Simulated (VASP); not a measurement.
# Li2ZnSiSe4 (I-4) in VASP: notebook

The runs below take Li2ZnSiSe4 through single point, relaxation of cell and atoms, with PBEsol.

Program: VASP 6.6.1. These are calculated values, not measurements. Logs are shortened: lines on timing, memory, paths and dates and some standing lists are left out, and cuts for length are marked.

**1. The cell of the first run**

It takes space group I-4 (No. 82, tetragonal). Conventional cell: a = 5.826 Å, b = 5.826 Å, c = 10.519 Å, α = 90.00°, β = 90.00°, γ = 90.00°. Within 3.4 Å of Li (site symmetry -4) lie 4 Se at 2.58 Å. Li (site symmetry -4) has 4 Se at 2.49 Å within 3.3 Å. Within 3.2 Å of Zn (site symmetry -4) lie 4 Se at 2.44 Å. Within 3.0 Å of Si (site symmetry -4) lie 4 Se at 2.28 Å. Se (site symmetry 1) has 1 Si at 2.28 Å and 1 Zn at 2.44 Å and 2 Li at 2.49 to 2.58 Å within 3.0 Å.

**2. Single point, PBEsol**

Input file INCAR:

```
SYSTEM = Li2ZnSiSe4
PREC = Accurate ; ENCUT = 520
EDIFF = 1E-6 ; ISMEAR = -1
SIGMA = 0.03 ; LREAL = .FALSE.
LASPH = .TRUE. ; NELM = 80
ALGO = Normal ; ISIF = 2
LWAVE = .FALSE. ; LCHARG = .TRUE.
GGA = PS ; LELF = .TRUE.
LVHAR = .TRUE. ; NBANDS = 33
```

Input file KPOINTS:

```
regular mesh
0
G
  6 6 6
  0 0 0
```

Input file POSCAR:

```
Li2ZnSiSe4
1.0
   -2.9132462756      2.9132462756      5.2595179105
    2.9132462756     -2.9132462756      5.2595179105
    2.9132462756      2.9132462756     -5.2595179105
Li Zn Si Se
2 1 1 4
Direct
    0.0000000000      0.0000000000      0.0000000000
    0.7500000000      0.2500000000      0.5000000000
    0.2500000000      0.7500000000      0.5000000000
    0.5000000000      0.5000000000      0.0000000000
    0.1528078652      0.6111085231      1.0082114501
    0.3888914769      0.3971029269      0.5416993420
    0.6028970731      0.1445964151     -0.0082114501
    0.8554035849      0.8471921348      0.4583006580
```

Potentials or basis: VASP PAW PBE potentials, release 64 (Li_sv, Zn, Si, Se).

Run with:

```sh
> cat potpaw_PBE.64/Li_sv/POTCAR potpaw_PBE.64/Zn/POTCAR potpaw_PBE.64/Si/POTCAR potpaw_PBE.64/Se/POTCAR > POTCAR
> mpirun -np 1 vasp_std > vasp.out
```

OUTCAR:

```text
SYSTEM = Li2ZnSiSe4
   PREC = Accurate
   ENCUT = 520
   EDIFF = 1E-6
   ISMEAR = -1
   LREAL = .FALSE.
   LASPH = .TRUE.
   NELM = 80
   ISIF = 2
   GGA = PS

 ion  position               nearest neighbor table
   1  0.000  0.000  0.000-   7 2.58   8 2.58   6 2.58   5 2.58
   2  0.750  0.250  0.500-   6 2.49   5 2.49   7 2.49   8 2.49
   3  0.250  0.750  0.500-   5 2.44   8 2.44   7 2.44   6 2.44
   4  0.500  0.500  0.000-   5 2.28   8 2.28   7 2.28   6 2.28
   5  0.153  0.611  0.008-   4 2.28   3 2.44   2 2.49   1 2.58
   6  0.389  0.397  0.542-   4 2.28   3 2.44   2 2.49   1 2.58
   7  0.603  0.145  0.992-   4 2.28   3 2.44   2 2.49   1 2.58
   8  0.855  0.847  0.458-   4 2.28   3 2.44   2 2.49   1 2.58

  LATTYP: Found a body centered tetragonal cell.
 ALAT       =     5.8264925512
 C/A-ratio  =     1.8053804632

  Lattice vectors:

 A1 = (  -2.9132462756,   2.9132462756,   5.2595179105)
 A2 = (   2.9132462756,  -2.9132462756,   5.2595179105)
 A3 = (   2.9132462756,   2.9132462756,  -5.2595179105)

Analysis of symmetry for initial positions (statically):
=====================================================================
 Subroutine PRICEL returns:
 Original cell was already a primitive cell.

 Routine SETGRP: Setting up the symmetry group for a
 body centered tetragonal supercell.

 Subroutine GETGRP returns: Found  4 space group operations
 (whereof  4 operations were pure point group operations)
 out of a pool of 16 trial point group operations.

The static configuration has the point symmetry S_4 .

Analysis of symmetry for dynamics (positions and initial velocities):
=====================================================================
 Subroutine PRICEL returns:
 Original cell was already a primitive cell.

 Routine SETGRP: Setting up the symmetry group for a
 body centered tetragonal supercell.

 Subroutine GETGRP returns: Found  4 space group operations
 (whereof  4 operations were pure point group operations)
 out of a pool of 16 trial point group operations.

The dynamic configuration has the point symmetry S_4 .

 Subroutine INISYM returns: Found  4 space group operations
 (whereof  4 operations are pure point group operations),
 and found     1 'primitive' translations

----------------------------------------------------------------------------------------

                                     Primitive cell

  volume of cell :     178.5502

  direct lattice vectors                    reciprocal lattice vectors
    -2.913246276  2.913246276  5.259517910     0.000000000  0.171629843  0.095065747
     2.913246276 -2.913246276  5.259517910     0.171629843  0.000000000  0.095065747
     2.913246276  2.913246276 -5.259517910     0.171629843  0.171629843  0.000000000

  length of vectors
     6.681058028  6.681058028  6.681058028     0.196199641  0.196199641  0.242721251

  position of ions in fractional coordinates (direct lattice)
     0.000000000  0.000000000  0.000000000
     0.750000000  0.250000000  0.500000000
     0.250000000  0.750000000  0.500000000
     0.500000000  0.500000000  0.000000000
     0.152807865  0.611108523  0.008211450
     0.388891477  0.397102927  0.541699342
     0.602897073  0.144596415  0.991788550
     0.855403585  0.847192135  0.458300658

  ion indices of the primitive-cell ions
   primitive index   ion index
                 1           1
                 2           2
                 3           3
                 4           4
                 5           5
                 6           6
                 7           7
                 8           8

----------------------------------------------------------------------------------------

 KPOINTS: regular mesh

Automatic generation of k-mesh.
 Grid dimensions read from file:
 generate k-points for:    6    6    6

 Generating k-lattice:

  Cartesian coordinates                     Fractional coordinates (reciprocal lattice)
     0.000000000  0.028604974  0.015844291     0.166666667 -0.000000000  0.000000000
     0.028604974  0.000000000  0.015844291    -0.000000000  0.166666667  0.000000000
     0.028604974  0.028604974  0.000000000     0.000000000  0.000000000  0.166666667

  Length of vectors
     0.032699940  0.032699940  0.040453542

  Shift w.r.t. Gamma in fractional coordinates (k-lattice)
     0.000000000  0.000000000  0.000000000

 Subroutine IBZKPT returns following result:
 ===========================================

 Found     36 irreducible k-points:

 Following reciprocal coordinates:
            Coordinates               Weight
  0.000000  0.000000  0.000000      1.000000
  0.166667 -0.000000  0.000000      8.000000
  0.333333 -0.000000  0.000000      8.000000
  0.500000 -0.000000  0.000000      4.000000
  0.166667  0.166667  0.000000      8.000000
  0.333333  0.166667  0.000000      8.000000
[... 16 lines left out ...]
  0.333333 -0.333333  0.166667      4.000000
 -0.166667  0.333333  0.166667      8.000000
 [... further k-points ...]
   k-points           NKPTS =     36   k-points in BZ     NKDIM =     36   number of bands    NBANDS=     33
   number of dos      NEDOS =    301   number of ions     NIONS =      8
   total plane-waves  NPLWV = 125000
   dimension x,y,z NGX =    50 NGY =   50 NGZ =   50
   dimension x,y,z NGXF=   100 NGYF=  100 NGZF=  100
   ions per type =               2   1   1   4
   NGX,Y,Z   is equivalent  to a cutoff of  12.44, 12.44, 12.44 a.u.
   NGXF,Y,Z  is equivalent  to a cutoff of  24.88, 24.88, 24.88 a.u.
 SYSTEM =  Li2ZnSiSe4
   PREC   = accura    normal or accurate (medium, high low for compatibility)
   ISTART =      0    job   : 0-new  1-cont  2-samecut
   ICHARG =      2    charge: 1-file 2-atom 10-const
   ISPIN  =      1    spin polarized calculation?
   LNONCOLLINEAR =      F non collinear calculations
   LSORBIT =      F    spin-orbit coupling
   LASPH  =      T    aspherical Exc in radial PAW
   ENCUT  =  520.0 eV  38.22 Ry    6.18 a.u.  12.42 12.42 12.42*2*pi/ulx,y,z
   NELM   =     80;   NELMIN=  2; NELMDL= -5     # of ELM steps
   EDIFF  = 0.1E-05   stopping-criterion for ELM
   LREAL  =      F    real-space projection
   EDIFFG = 0.1E-04   stopping-criterion for IOM
   NSW    =      0    number of steps for IOM
   IBRION =     -1    ionic relax: 0-MD 1-quasi-New 2-CG
   NFREE  =      0    steps in history (QN), initial steepest desc. (CG)
   ISIF   =      2    stress and relaxation
   ISYM   =      2    0-nonsym 1-usesym 2-fastsym
   POTIM  = 0.5000    time-step for ionic-motion
   TEBEG  =    0.0;   TEEND  =   0.0 temperature during run
   PSTRESS=    0.0 pullay stress
   NELECT =      46.0000    total number of electrons
   NUPDOWN=      -1.0000    fix difference up-down
   EMIN   =  10.00;   EMAX   =-10.00  energy-range for DOS
   EFERMI =   0.00;   METHOD = LEGACY
   ISMEAR =    -1;   SIGMA  =   0.03  broadening in eV -4-tet -1-fermi 0-gaus
   EFERMI_NEDOS =   21; number of points for ismear=-14 and -15
   IALGO  =     38    algorithm
   IMIX   =      4    mixing-type and parameters
     AMIX     =   0.40;   BMIX     =  1.00
     AMIX_MAG =   1.60;   BMIX_MAG =  1.00
  volume/ion in A,a.u.               =      22.32       150.61
  Fermi-wavevector in a.u.,A,eV,Ry     =   1.041695  1.968519 14.764075  1.085129
  Thomas-Fermi vector in A             =   2.176327
   LORBIT       =      0    0 simple, 1 ext, 2 COOP (PROOUT), +10 PAW based schemes
   GGA     = PS    functional components
   LHFCALC =     F    Hartree Fock is set to
   AEXX    =    0.0000 exact exchange contribution
   IVDW    =     0    specifies the selected vdW correction
   LEPSILON=     F    determine dielectric tensor
   LRPA    =     F    only Hartree local field effects (RPA)
 non-spin polarized calculation
  energy-cutoff  :      520.00
  volume of cell :      178.55
 maximum number of plane-waves:      4835
 NGX is ok and might be reduce to    50
   NGX = 25   NGY = 25   NGZ = 25

 number of electron      45.9999986 magnetization

 Free energy of the ion-electron system (eV)
  ---------------------------------------------------
  ext. energy  EPLUGINS =         0.00000000
  ---------------------------------------------------
  free energy    TOTEN  =       -33.29730700 eV

  energy without entropy =      -33.29730700  energy(sigma->0) =      -33.29730700

 E-fermi :   2.2230     XC(G=0):  -8.8333

 val. band max:        1.4893497201   @ k =   0.0000   0.0000   0.0000
 cond. band min:       4.1365658229   @ k =   0.0000   0.0000   0.0000
 fundamental gap:      2.6472161028
 Fermi energy:         2.2230305241

 k-point     1 :       0.0000    0.0000    0.0000
  band No.  band energies     occupation
      1     -42.6954      2.00000
      2     -42.3206      2.00000
      3     -11.7418      2.00000
      4     -10.2753      2.00000
      5     -10.2753      2.00000
      6     -10.1509      2.00000
[... 25 lines left out ...]
     32       7.8682      0.00000
     33       9.7928      0.00000

 k-point     2 :       0.1667   -0.0000    0.0000
  band No.  band energies     occupation
      1     -42.6954      2.00000
      2     -42.3206      2.00000
      3     -11.6844      2.00000
      4     -10.3283      2.00000
      5     -10.2915      2.00000
      6     -10.1810      2.00000
[... 25 lines left out ...]
     32       8.5522      0.00000
     33       9.1721      0.00000
[... 754 lines left out ...]
     32       8.5720      0.00000
     33       8.7520      0.00000

 k-point    24 :      -0.1667    0.3333    0.1667
  band No.  band energies     occupation
      1     -42.6954      2.00000
      2     -42.3206      2.00000
      3     -11.4604      2.00000
      4     -10.5446      2.00000
      5     -10.3841      2.00000
      6     -10.2243      2.00000
[... 25 lines left out ...]
     32       8.5119      0.00000
     33       8.6887      0.00000

 [... further k-points ...]

------------------------ aborting loop because EDIFF is reached ----------------------------------------

  FORCE on cell =-STRESS in cart. coord.  units (eV):
  Direction    XX          YY          ZZ          XY          YZ          ZX
  --------------------------------------------------------------------------------------
  -------------------------------------------------------------------------------------
  Total        0.2335256      0.2335256      0.1445535     -0.0000011      0.0000000      0.0000000
  in kB        2.0954859      2.0954859      1.2971158     -0.0000100      0.0000000      0.0000000
  external PRESSURE =       1.8293626 kB  Pullay stress =       0.0000000 kB

 VOLUME and BASIS-vectors are now :
 -----------------------------------------------------------------------------
  energy-cutoff  :      520.00
  volume of cell :      178.55
      direct lattice vectors                 reciprocal lattice vectors
    -2.913246276  2.913246276  5.259517910     0.000000000  0.171629843  0.095065747
     2.913246276 -2.913246276  5.259517910     0.171629843  0.000000000  0.095065747
     2.913246276  2.913246276 -5.259517910     0.171629843  0.171629843  0.000000000

 POSITION                                       TOTAL-FORCE (eV/Angst)
 -----------------------------------------------------------------------------------
      0.00000      0.00000      0.00000         0.000000     -0.000000      0.000000
      0.00000      2.91325      2.62976         0.000000     -0.000000      0.000000
      2.91325      0.00000      2.62976         0.000000     -0.000000      0.000000
      0.00000      0.00000      5.25952         0.000000     -0.000000      0.000000
      1.35906     -1.31122      3.97464         0.004457     -0.013780      0.000585
      1.60203      1.55418      1.28487        -0.013780     -0.004457     -0.000585
      1.55418      4.22447     -1.28487        -0.004457      0.013780      0.000585
      1.31122      1.35906      6.54439         0.013780      0.004457     -0.000585
 -----------------------------------------------------------------------------------
    total drift:                                0.000001     -0.000000     -0.000004

  FREE ENERGIE OF THE ION-ELECTRON SYSTEM (eV)
  ---------------------------------------------------
  free  energy   TOTEN  =       -33.2973070025 eV

  energy  without entropy=      -33.2973070025  energy(sigma->0) =      -33.29730700
```

Wall time 2.6 min (1 thread of Intel Xeon 6975P-C (Granite Rapids), shared host); peak memory 0.47 GiB.

What came out:

```yaml
Free_energy: -33.2973 eV
Largest_force: 0.014 eV/Å
Band_gap_on_the_k_mesh: 2.65 eV
```

Forces on the atoms (eV/Å):
```
Li   0.000  0.000  0.000
Li   0.000  0.000  0.000
Zn   0.000  0.000  0.000
Si   0.000  0.000  0.000
Se   0.004 -0.014  0.001
Se  -0.014 -0.004 -0.001
Se  -0.004  0.014  0.001
Se   0.014  0.004 -0.001
```

Caveat: the cutoff is under 1.25 times the usual one of these potentials, so pressure, stress and relaxed cells hold a basis-set (Pulay) error; the PAW data sets were made with another functional, which shifts forces and pressure a little. A k mesh can miss the band edges.

**3. Relaxation of cell and atoms, PBEsol**

This run uses another cell than the first one, of 19.15 Å³/atom.

Input file INCAR:

```
SYSTEM = Li2ZnSiSe4
ALGO     = Normal         ! electronic algorithm
EDIFF    = 1E-6           ! SCF threshold, eV
EDIFFG   = -0.01          ! ionic threshold
ENCUT    = 600            ! plane-wave cutoff, eV
GGA      = PS             ! functional
IBRION   = 2              ! ionic algorithm
ISIF     = 3              ! what is computed and relaxed
ISMEAR   = -1             ! smearing method
LASPH    = .TRUE.         ! aspherical terms in the spheres
LCHARG   = .FALSE.        ! write CHGCAR
LREAL    = .FALSE.        ! projectors in reciprocal space
LWAVE    = .FALSE.        ! write WAVECAR
NELM     = 60             ! most SCF steps
NSW      = 100            ! ionic steps
PREC     = Accurate       ! precision mode
SIGMA    = 0.03           ! smearing width, eV
```

Input file KPOINTS:

```
k-points
0
G
  6 6 6
  0 0 0
```

Input file POSCAR:

```
Li2ZnSiSe4
1.0
   -2.6754122799      2.6754122799      5.3508245598
    2.6754122799     -2.6754122799      5.3508245598
    2.6754122799      2.6754122799     -5.3508245598
Li Zn Si Se
2 1 1 4
Direct
    0.0000000000      0.0000000000      0.0000000000
    0.7500000000      0.2500000000      0.5000000000
    0.2500000000      0.7500000000      0.5000000000
    0.5000000000      0.5000000000      0.0000000000
    0.1170000000      0.6170000000      0.9900000000
    0.3830000000      0.3730000000      0.5000000000
    0.6270000000      0.1270000000      0.0100000000
    0.8730000000      0.8830000000      0.5000000000
```

Potentials or basis: VASP PAW PBE potentials, release 64 (Li_sv, Zn, Si, Se).

Run with:

```sh
> cat potpaw_PBE.64/Li_sv/POTCAR potpaw_PBE.64/Zn/POTCAR potpaw_PBE.64/Si/POTCAR potpaw_PBE.64/Se/POTCAR > POTCAR
> mpirun -np 1 vasp_std > vasp.out
```

Run time: 25 min. Hardware: 1 thread of Intel Xeon 6975P-C (Granite Rapids), shared host; peak memory 0.59 GiB.

The run converged. Its results:

| Item | Value |
| --- | --- |
| Free energy | -33.2923 eV |
| Relaxed volume | 22.41 Å³/atom |
| Relaxed cell | a = 6.679 Å, b = 6.679 Å, c = 6.679 Å, α = 128.11°, β = 128.11°, γ = 76.45° |
| Space group after relaxing (to 0.1 Å) | I-4 (No. 82) |
| Energy gained by relaxing | 116.7 meV/atom |
| Ionic steps | 18 |
| Pressure after relaxing | 0.0 GPa |
| Largest force after relaxing | 0.005 eV/Å |
| Band gap on the k mesh | 2.63 eV |

Forces in eV/Å, atoms in the order of the input:
```
Li   0.000  0.000  0.000
Li   0.000  0.000  0.000
Zn   0.000  0.000  0.000
Si   0.000  0.000  0.000
Se   0.001  0.001 -0.005
Se   0.001 -0.001  0.005
Se  -0.001 -0.001 -0.005
Se  -0.001  0.001  0.005
```

Step by step:
```tsv
step	energy change (eV)	largest force (eV/Å)	pressure (GPa)	volume (Å³)
1	0.0000	1.3312	6.94	153.20
2	-0.6351	1.0098	-0.42	172.35
3	-0.6572	0.9872	-1.63	177.07
4	-0.8376	0.3982	-0.23	175.92
5	-0.8578	0.2995	0.53	175.42
6	-0.8877	0.2043	0.16	177.31
7	-0.9136	0.0364	-0.43	180.87
8	-0.9142	0.0311	-0.53	181.48
9	-0.9234	0.1204	0.22	179.29
10	-0.9235	0.1270	0.29	179.14
11	-0.9313	0.0710	0.04	179.34
12	-0.9326	0.0801	-0.07	179.43
13	-0.9338	0.0207	0.06	179.01
14	-0.9338	0.0204	0.07	179.03
15	-0.9339	0.0130	-0.06	179.42
16	-0.9339	0.0121	-0.02	179.29
17	-0.9339	0.0120	-0.03	179.31
18	-0.9340	0.0053	0.00	179.25
```

Final structure:
```
Li Zn Si Se
1.0
    -2.92244    2.92244    5.24699
     2.92244   -2.92244    5.24699
     2.92244    2.92244   -5.24699
Li Zn Si Se
2 1 1 4
Cartesian
  0.0000 0.0000 0.0000
  0.0000 2.9224 2.6235
  2.9224 0.0000 2.6235
  0.0000 0.0000 5.2470
  1.3631 -1.3135 3.9658
  1.6090 1.5593 1.2812
  1.5593 4.2359 -1.2812
  1.3135 1.3631 6.5282
```

Levels at points of the mesh, in eV from the valence-band top:
```
           k point  band 20  band 21  band 22  band 23  band 24  band 25  band 26  band 27
(0.00, 0.00, 0.00)    -1.39    -0.18    -0.18     0.00     2.63     2.76     4.16     5.02
(0.50, 0.00, 0.00)    -1.12    -0.75    -0.58    -0.35     3.68     3.95     4.33     4.99
(0.50, 0.50, 0.00)    -0.80    -0.79    -0.43    -0.03     2.74     3.49     4.28     4.88
(0.50, 0.50, 0.50)    -1.24    -1.12    -0.68    -0.68     2.93     3.19     3.19     3.76
```

Caveat: the cutoff is under 1.25 times the usual one of these potentials, so pressure, stress and relaxed cells hold a basis-set (Pulay) error; the volume moved by over 15 % at a fixed basis, so the end points are rough; the PAW data sets were made with another functional, which shifts forces and pressure a little. A k mesh can miss the band edges.
